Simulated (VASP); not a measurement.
# V (P-1) in VASP: single point with r2SCAN+U

Aim: the single point of V with r2SCAN+U.

All numbers are computed with VASP 6.6.1; they aren't measurements. Logs are shortened: lines on timing, memory, paths and dates and some standing lists are left out, and cuts for length are marked.

### Step 1. The cell of the first run

The typed cell holds 2 atoms: a = 4.494 Å, b = 2.616 Å, c = 2.690 Å, α = 108.16°, β = 88.04°, γ = 87.74°.

### Step 2. Single point, r2SCAN+U, non-collinear spin, typed start, spin-orbit coupling

File POSCAR:

```
V
1.0
    0.1395650000      3.1713000000      3.1808640000
    1.5241120000     -1.4660670000      1.5406320000
    1.5880670000      1.5678270000     -1.5028270000
V
2
Direct
    0.9628320000      0.0564880000      0.0063210000
    0.5347040000      0.4729860000      0.5100880000
```

File INCAR.step1:

```
  PREC = Accurate
  ENCUT = 520
  ISMEAR = -1
  SIGMA = 0.1
  LREAL = False
  LASPH = True
  NELM = 150
  MAGMOM = 0.062 1.411 1.416 0.062 1.411 1.416
  LSORBIT = True
  GGA_COMPAT = False
  LMAXMIX = 4
  LDAU = True
  LDAUTYPE = 2
  LDAUL = 2
  LDAUU = 1.41
  LDAUJ = 0
  NBANDS = 38
  ISYM = -1
  GGA = PE
  ALGO = Normal
  EDIFF = 1E-4
  LWAVE = True
  LCHARG = False
```

File INCAR.step2:

```
  PREC = Accurate
  ENCUT = 520
  EDIFF = 1E-6
  ISMEAR = -1
  SIGMA = 0.1
  LREAL = False
  LASPH = True
  NELM = 150
  ALGO = Normal
  ISIF = 2
  LWAVE = False
  LCHARG = False
  MAGMOM = 0.062 1.411 1.416 0.062 1.411 1.416
  LORBIT = 11
  LSORBIT = True
  GGA_COMPAT = False
  LORBMOM = True
  LMAXMIX = 4
  LDAU = True
  LDAUTYPE = 2
  LDAUL = 2
  LDAUU = 1.41
  LDAUJ = 0
  LDAUPRINT = 1
  METAGGA = R2SCAN
  LMIXTAU = True
  NBANDS = 38
  ISYM = -1
  ISTART = 1
```

File KPOINTS:

```
Automatic mesh
0
Gamma
  4 7 7
  0.5 0.5 0
```

Potentials or basis: VASP PAW PBE potentials, release 64 (V_sv).

Launch:

```bash
> cat potpaw_PBE.64/V_sv/POTCAR > POTCAR
> cp INCAR.step1 INCAR
> mpirun -np 1 vasp_ncl > vasp.out
> cp INCAR.step2 INCAR
> mpirun -np 1 vasp_ncl > vasp.out
```

OUTCAR:

```text
PREC = Accurate
   ENCUT = 520
   EDIFF = 1E-6
   ISMEAR = -1
   LREAL = False
   LASPH = True
   NELM = 150
   ISIF = 2
   LORBIT = 11
   LSORBIT = True
   METAGGA = R2SCAN
   ISYM = -1
   ISTART = 1

 ion  position               nearest neighbor table
   1  0.963  0.056  0.006-   2 2.34   2 2.64   2 2.75
   2  0.535  0.473  0.510-   1 2.34   1 2.64   1 2.75

IMPORTANT INFORMATION: All symmetrisations will be switched off!
NOSYMM: (Re-)initialisation of all symmetry stuff for point group C_1.

----------------------------------------------------------------------------------------

                                     Primitive cell

  volume of cell :      29.9997

  direct lattice vectors                    reciprocal lattice vectors
     0.139565000  3.171300000  3.180864000    -0.007073383  0.157905015  0.157260110
     1.524112000 -1.466067000  1.540632000     0.325101879 -0.175373978  0.160582361
     1.588067000  1.567827000 -1.502827000     0.318308687  0.154434020 -0.167935931

  length of vectors
     4.493831090  2.616451184  2.690451131     0.222968089  0.402782768  0.391628349

  position of ions in fractional coordinates (direct lattice)
     0.962832000  0.056488000  0.006321000
     0.534704000  0.472986000  0.510088000

  ion indices of the primitive-cell ions
   primitive index   ion index
                 1           1
                 2           2

----------------------------------------------------------------------------------------

 KPOINTS: Automatic mesh

Automatic generation of k-mesh.
 Grid dimensions read from file:
 generate k-points for:    4    7    7

 Generating k-lattice:

  Cartesian coordinates                     Fractional coordinates (reciprocal lattice)
    -0.001768346  0.039476254  0.039315028     0.250000000  0.000000000  0.000000000
     0.046443126 -0.025053425  0.022940337     0.000000000  0.142857143  0.000000000
     0.045472670  0.022062003 -0.023990847     0.000000000  0.000000000  0.142857143

  Length of vectors
     0.055742022  0.057540395  0.055946907

  Shift w.r.t. Gamma in fractional coordinates (k-lattice)
     0.500000000  0.500000000  0.000000000

 Subroutine IBZKPT returns following result:
[... 1215 lines left out ...]
 -----------------------------------------------------------------------------------
      0.23051      2.98052      3.14017        -0.590276      1.221828      0.779167
      1.60556      1.80201      1.66294         0.590276     -1.221828     -0.779167
 -----------------------------------------------------------------------------------
    total drift:                                0.000439      0.000790      0.000884

  FREE ENERGIE OF THE ION-ELECTRON SYSTEM (eV)
  ---------------------------------------------------
  free  energy   TOTEN  =       -24.9657336673 eV

  energy  without entropy=      -24.8640051981  energy(sigma->0) =      -24.91486943

 orbital moment (x)

 # of ion     p       d       tot
 ----------------------------------------
  1         0.000  -0.000  -0.000
  2         0.000   0.000   0.000
 ----------------------------------------
            0.000   0.000   0.000

 orbital moment (y)

 # of ion     p       d       tot
 ----------------------------------------
  1         0.000   0.000   0.000
  2        -0.000  -0.000  -0.000
 ----------------------------------------
           -0.000  -0.000  -0.000

 orbital moment (z)

 # of ion     p       d       tot
 ----------------------------------------
  1         0.000   0.000   0.000
  2        -0.000  -0.000  -0.000
 ----------------------------------------
           -0.000  -0.000  -0.000

 Spin-Orbit-Coupling matrix elements

 Ion:    1  E_soc:     -0.0170930
 l=   1
     0.0000000    -0.0024687    -0.0024670
    -0.0024687     0.0000000    -0.0024694
    -0.0024670    -0.0024694     0.0000000
 l=   2
     0.0000000    -0.0000909     0.0000000    -0.0001130    -0.0002659
    -0.0000909     0.0000000    -0.0001961    -0.0001147    -0.0000700
     0.0000000    -0.0001961     0.0000000    -0.0002179     0.0000000
    -0.0001130    -0.0001147    -0.0002179     0.0000000    -0.0000727
    -0.0002659    -0.0000700     0.0000000    -0.0000727     0.0000000
 l=   3
     0.0000000     0.0000000     0.0000000     0.0000000     0.0000000     0.0000000     0.0000000
     0.0000000     0.0000000     0.0000000     0.0000000     0.0000000     0.0000000     0.0000000
     0.0000000     0.0000000     0.0000000     0.0000000     0.0000000     0.0000000     0.0000000
     0.0000000     0.0000000     0.0000000     0.0000000     0.0000000     0.0000000     0.0000000
     0.0000000     0.0000000     0.0000000     0.0000000     0.0000000     0.0000000     0.0000000
     0.0000000     0.0000000     0.0000000     0.0000000     0.0000000     0.0000000     0.0000000
     0.0000000     0.0000000     0.0000000     0.0000000     0.0000000     0.0000000     0.0000000

 Ion:    2  E_soc:     -0.0170928
 l=   1
     0.0000000    -0.0024686    -0.0024670
    -0.0024686     0.0000000    -0.0024695
    -0.0024670    -0.0024695     0.0000000
 l=   2
     0.0000000    -0.0000909     0.0000000    -0.0001130    -0.0002660
    -0.0000909     0.0000000    -0.0001961    -0.0001147    -0.0000700
     0.0000000    -0.0001961     0.0000000    -0.0002179     0.0000000
    -0.0001130    -0.0001147    -0.0002179     0.0000000    -0.0000727
    -0.0002660    -0.0000700     0.0000000    -0.0000727     0.0000000
 l=   3
     0.0000000     0.0000000     0.0000000     0.0000000     0.0000000     0.0000000     0.0000000
     0.0000000     0.0000000     0.0000000     0.0000000     0.0000000     0.0000000     0.0000000
     0.0000000     0.0000000     0.0000000     0.0000000     0.0000000     0.0000000     0.0000000
     0.0000000     0.0000000     0.0000000     0.0000000     0.0000000     0.0000000     0.0000000
     0.0000000     0.0000000     0.0000000     0.0000000     0.0000000     0.0000000     0.0000000
     0.0000000     0.0000000     0.0000000     0.0000000     0.0000000     0.0000000     0.0000000
     0.0000000     0.0000000     0.0000000     0.0000000     0.0000000     0.0000000     0.0000000

 total charge

# of ion       s       p       d       tot
------------------------------------------
    1        2.326   6.216   2.981  11.523
    2        2.326   6.216   2.981  11.523
--------------------------------------------------
tot          4.652  12.432   5.961  23.045

 magnetization (x)

# of ion       s       p       d       tot
------------------------------------------
    1        0.000  -0.000  -0.000  -0.000
    2       -0.000  -0.000  -0.001  -0.001
--------------------------------------------------
tot         -0.000  -0.000  -0.001  -0.001

 magnetization (y)

# of ion       s       p       d       tot
------------------------------------------
    1       -0.000  -0.000  -0.004  -0.004
    2        0.000   0.000   0.007   0.007
--------------------------------------------------
tot          0.000   0.000   0.002   0.002

 magnetization (z)

# of ion       s       p       d       tot
------------------------------------------
    1       -0.000  -0.000  -0.005  -0.005
    2        0.000   0.000   0.008   0.008
--------------------------------------------------
tot          0.000   0.000   0.003   0.003
```

OUTCAR.step1:

```text
PREC = Accurate
   ENCUT = 520
   ISMEAR = -1
   LREAL = False
   LASPH = True
   NELM = 150
   LSORBIT = True
   ISYM = -1
   GGA = PE
[... 1215 lines left out ...]
     0.0000000     0.0000000     0.0000000     0.0000000     0.0000000     0.0000000     0.0000000
     0.0000000     0.0000000     0.0000000     0.0000000     0.0000000     0.0000000     0.0000000
     0.0000000     0.0000000     0.0000000     0.0000000     0.0000000     0.0000000     0.0000000
     0.0000000     0.0000000     0.0000000     0.0000000     0.0000000     0.0000000     0.0000000
     0.0000000     0.0000000     0.0000000     0.0000000     0.0000000     0.0000000     0.0000000

=======================================================================

 ========================================================
```

It took 1.9 h on 1 thread of Oxide Virtual Turin-like, shared host; peak memory 0.4 GiB.

What came out:

```
Free energy                                           : -24.9657 eV
Pressure                                              : -8.1 GPa
Largest force                                         : 1.565 eV/Å
Net moment                                            : 0.00 μB per cell
Valence electrons inside the program's atomic spheres : V 11.52
```

Forces in eV/Å, atoms in the order of the input:
```
V   -0.590  1.222  0.779
V    0.590 -1.222 -0.779
```

Moments on the atoms (μB; x, y, z):
```
V    0.00  0.00 -0.01
V    0.00  0.01  0.01
```

Caveat: the k points lie up to 0.36 Å⁻¹ apart; the PAW data sets were made with another functional, which shifts forces and pressure a little; the U is typed as a test and isn't derived for this compound. The state reached can hang on the start; a lower one may exist.
